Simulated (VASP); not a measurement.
Set up this calculation in VASP 6.6.1, as the native input.

- Task: single point
- Functional: PBEsol
- Potentials or basis: VASP PAW PBE potentials, release 64 (Al, Ni)
- Cutoff: 520 eV
- k mesh: 18 × 18 × 18
- Occupations: gaussian, width 0.15 eV
- Spin: no spin polarisation
- Dipole correction: no
- Further INCAR settings: ALGO = Fast; EDIFF = 1e-06; NBANDS = 14

The structure of AlNi lies in POSCAR:

```
AlNi
1.0
    2.7111247992      0.0000000000      0.0000000000
    0.0000000000      2.7111247992      0.0000000000
    0.0000000000      0.0000000000      3.2533497590
Al Ni
1 1
Direct
    0.0000000000      0.0000000000      0.0000000000
    0.5000000000      0.5000000000      0.5000000000
```

This cell differs from its parent crystal: ratio of the length along z to the lengths across it x 1.2, volume and fractional coordinates fixed.

The input as run:

INCAR

```
PREC     = Accurate       # precision mode
ENCUT    = 520            # plane-wave cutoff, eV
EDIFF    = 1E-6           # SCF threshold, eV
ISMEAR   = 0              # smearing method
SIGMA    = 0.15           # smearing width, eV
LREAL    = False          # projectors in reciprocal space
LASPH    = True           # aspherical terms in the spheres
NELM     = 80             # most SCF steps
ALGO     = Fast           # electronic algorithm
ISIF     = 2              # what is computed and relaxed
LWAVE    = False          # write WAVECAR
LCHARG   = False          # write CHGCAR
GGA      = PS             # functional
NBANDS   = 14             # bands
```

KPOINTS

```
regular mesh
0
Gamma
  18 18 18
```

Potentials or basis: VASP PAW PBE potentials, release 64 (Al, Ni).

Command:

```console
$ cat potpaw_PBE.64/Al/POTCAR potpaw_PBE.64/Ni/POTCAR > POTCAR
$ mpirun -np 1 vasp_std > vasp.out
```

It gave:

* Pressure: -1.9 GPa
* Band gap on the k mesh: zero (an odd number of electrons rules out a gap without spin polarisation)

Caveat: the PAW data sets were made with another functional, which shifts forces and pressure a little.

Run time: 3.1 min on 1 thread of Intel Xeon 8259CL, on a shared host, peak memory 0.29 GiB.
